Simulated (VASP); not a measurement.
Write the native input for VASP 6.6.1 that does the following.

- Task: single point
- Functional: PBE
- Potentials or basis: VASP PAW PBE potentials, release 64 (Li_sv, Nb_sv, O)
- Cutoff: 520 eV
- k mesh: 1 × 1 × 1
- Occupations: gaussian, width 0.01 eV
- Spin: no spin polarisation
- Dipole correction: no
- Further INCAR settings: LREAL = Auto; ALGO = Normal; EDIFF = 1e-06; NBANDS = 318

The structure of LiNbO3 lies in POSCAR:

```
LiNbO3
1.0
    5.1899002718      2.9963903190      9.3444465000
   -5.1899002718      2.9963903190      9.3444465000
    0.0000000000     -5.9927806380      9.3444465000
Li Nb O
16 16 48
Direct
    0.3592319430      0.3592319430      0.3592319430
    0.1092319430      0.1092319430      0.1092319430
    0.3592319430      0.3592319430      0.8592319430
    0.1092319430      0.1092319430      0.6092319430
    0.3592319430      0.8592319430      0.3592319430
    0.1092319430      0.6092319430      0.1092319430
    0.3592319430      0.8592319430      0.8592319430
    0.1092319430      0.6092319430      0.6092319430
    0.8592319430      0.3592319430      0.3592319430
    0.6092319430      0.1092319430      0.1092319430
    0.8592319430      0.3592319430      0.8592319430
    0.6092319430      0.1092319430      0.6092319430
    0.8592319430      0.8592319430      0.3592319430
    0.6092319430      0.6092319430      0.1092319430
    0.8592319430      0.8592319430      0.8592319430
    0.6092319430      0.6092319430      0.6092319430
    0.4992598063      0.4992598063      0.4992598063
    0.2492598063      0.2492598063      0.2492598063
    0.4992598063      0.4992598063      0.9992598063
    0.2492598063      0.2492598063      0.7492598063
    0.4992598063      0.9992598063      0.4992598063
    0.2492598063      0.7492598063      0.2492598063
    0.4992598063      0.9992598063      0.9992598063
    0.2492598063      0.7492598063      0.7492598063
    0.9992598063      0.4992598063      0.4992598063
    0.7492598063      0.2492598063      0.2492598063
    0.9992598063      0.4992598063      0.9992598063
    0.7492598063      0.2492598063      0.7492598063
    0.9992598063      0.9992598063      0.4992598063
    0.7492598063      0.7492598063      0.2492598063
    0.9992598063      0.9992598063      0.9992598063
    0.7492598063      0.7492598063      0.7492598063
    0.1399505052      0.3207579546      0.4448922960
    0.3207579546      0.4448922960      0.1399505052
    0.4448922960      0.1399505052      0.3207579546
    0.1948922960      0.0707579546      0.3899505052
    0.3899505052      0.1948922960      0.0707579546
    0.0707579546      0.3899505052      0.1948922960
    0.1399505052      0.3207579546      0.9448922960
    0.3207579546      0.4448922960      0.6399505052
    0.4448922960      0.1399505052      0.8207579546
    0.1948922960      0.0707579546      0.8899505052
    0.3899505052      0.1948922960      0.5707579546
    0.0707579546      0.3899505052      0.6948922960
    0.1399505052      0.8207579546      0.4448922960
    0.3207579546      0.9448922960      0.1399505052
    0.4448922960      0.6399505052      0.3207579546
    0.1948922960      0.5707579546      0.3899505052
    0.3899505052      0.6948922960      0.0707579546
    0.0707579546      0.8899505052      0.1948922960
    0.1399505052      0.8207579546      0.9448922960
    0.3207579546      0.9448922960      0.6399505052
    0.4448922960      0.6399505052      0.8207579546
    0.1948922960      0.5707579546      0.8899505052
    0.3899505052      0.6948922960      0.5707579546
    0.0707579546      0.8899505052      0.6948922960
    0.6399505052      0.3207579546      0.4448922960
    0.8207579546      0.4448922960      0.1399505052
    0.9448922960      0.1399505052      0.3207579546
    0.6948922960      0.0707579546      0.3899505052
    0.8899505052      0.1948922960      0.0707579546
    0.5707579546      0.3899505052      0.1948922960
    0.6399505052      0.3207579546      0.9448922960
    0.8207579546      0.4448922960      0.6399505052
    0.9448922960      0.1399505052      0.8207579546
    0.6948922960      0.0707579546      0.8899505052
    0.8899505052      0.1948922960      0.5707579546
    0.5707579546      0.3899505052      0.6948922960
    0.6399505052      0.8207579546      0.4448922960
    0.8207579546      0.9448922960      0.1399505052
    0.9448922960      0.6399505052      0.3207579546
    0.6948922960      0.5707579546      0.3899505052
    0.8899505052      0.6948922960      0.0707579546
    0.5707579546      0.8899505052      0.1948922960
    0.6399505052      0.8207579546      0.9448922960
    0.8207579546      0.9448922960      0.6399505052
    0.9448922960      0.6399505052      0.8207579546
    0.6948922960      0.5707579546      0.8899505052
    0.8899505052      0.6948922960      0.5707579546
    0.5707579546      0.8899505052      0.6948922960
```

One way to write it, as run:

INCAR

```
SYSTEM = LiNbO3
PREC = Accurate ; ENCUT = 520
EDIFF = 1E-6 ; ISMEAR = 0
SIGMA = 0.01 ; LREAL = Auto
LASPH = .TRUE. ; NELM = 60
ALGO = Normal ; ISIF = 2
LWAVE = .FALSE. ; LCHARG = .TRUE.
GGA = PE ; LELF = .TRUE.
LVHAR = .TRUE. ; NBANDS = 318
```

KPOINTS

```
regular mesh
0
G
  1 1 1
  0 0 0
```

Potentials or basis: VASP PAW PBE potentials, release 64 (Li_sv, Nb_sv, O).

Launch:

```bash
$ cat potpaw_PBE.64/Li_sv/POTCAR potpaw_PBE.64/Nb_sv/POTCAR potpaw_PBE.64/O/POTCAR > POTCAR
$ mpirun -np 1 vasp_gam > vasp.out
```

Results of the run:

* Largest force: 0.028 eV/Å
* Band gap on the k mesh: 3.67 eV

Caveat: the k points lie up to 0.73 Å⁻¹ apart.

It took 9.8 min on 1 thread of Intel(R) Xeon(R) 6975P-C (Granite Rapids) (shared host), peak memory 1.1 GiB.
